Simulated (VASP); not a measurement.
Set up this calculation in VASP 6.6.1, as the native input.

```yaml
Task: relaxation of shape and atoms at fixed volume
Functional: PBE
Potentials_or_basis: VASP PAW PBE potentials, release 64 (Se)
Cutoff: 600 eV
k_mesh: 13 × 13 × 13
Occupations: fermi-dirac, width 0.08 eV
Spin: no spin polarisation
Dipole_correction: no
Further_INCAR_settings: ALGO = Normal; EDIFF = 1e-06; IBRION = 2; EDIFFG = -0.005; NSW = 50; ISIF = 4
```

The structure of Se lies in POSCAR:

```
Se
1.0
    1.4742787617     -0.8511752400      2.4097320045
    0.0000000000      1.7023504799      2.4097320045
   -1.4742787617     -0.8511752400      2.4097320045
Se
2
Direct
    0.2499989885      0.2499989885      0.2499989885
   -0.2499989885     -0.2499989885     -0.2499989885
```

The input as run:

INCAR

```
SYSTEM = Se
PREC = Accurate
ENCUT = 600
EDIFF = 1E-6
ISMEAR = -1
SIGMA = 0.08
LREAL = .FALSE.
LASPH = .TRUE.
NELM = 60
ALGO = Normal
ISIF = 4
LWAVE = .FALSE.
LCHARG = .FALSE.
GGA = PE
IBRION = 2
NSW = 50
EDIFFG = -0.005
```

KPOINTS

```
regular mesh
0
G
  13 13 13
  0 0 0
```

Potentials or basis: VASP PAW PBE potentials, release 64 (Se).

Command:

```sh
$ cat potpaw_PBE.64/Se/POTCAR > POTCAR
$ mpirun -np 1 vasp_std > vasp.out
```

It gave:

The energy gained by relaxing is 1731.1 meV/atom and the ionic steps are 15. The pressure after relaxing is 343.9 GPa and the band gap on the k mesh is zero (band 6 reaches 29.30 eV, above the bottom of band 7 at 12.90 eV).

Run time: 2.6 min on 1 thread of AMD EPYC 9R45 96-Core Processor (Zen 5) (shared host), peak memory 0.15 GiB.
